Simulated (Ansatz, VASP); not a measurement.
## GaN in VASP and in Ansatz

```
CELL_PARAMETERS angstrom
0.00000 2.18148 2.31863
2.18148 0.00000 2.31863
2.18148 2.18148 0.00000
ATOMIC_POSITIONS crystal
Ga 0.00000 0.00000 0.00000
N 0.25000 0.25000 0.25000
```

Change from the starting cell: epitaxial_xy strain -3.0%.

Alike in both runs: task single point; functional r2SCAN; k mesh 10 × 10 × 10; no spin polarisation.

|  | VASP | Ansatz |
| --- | --- | --- |
| version | VASP 6.6.1 | Ansatz 0.2.0 |
| potentials or method | VASP PAW PBE potentials, release 64 (Ga_d, N_h) | plane waves, PAW |
| plane-wave cutoff (eV) | 910 | 500 |
| occupations | gaussian, width 0.01 eV | fixed |
| valence electrons in the cell | 18 | 18 |

```tsv
	VASP	Ansatz	Ansatz less VASP
gap on the k mesh at the Fermi level (eV)	2.24	2.25	+0.013
```

VASP's potentials were made for PBE, not for r2SCAN.

Noted on VASP's run: the cutoff is short for stress, so the pressure is rough.
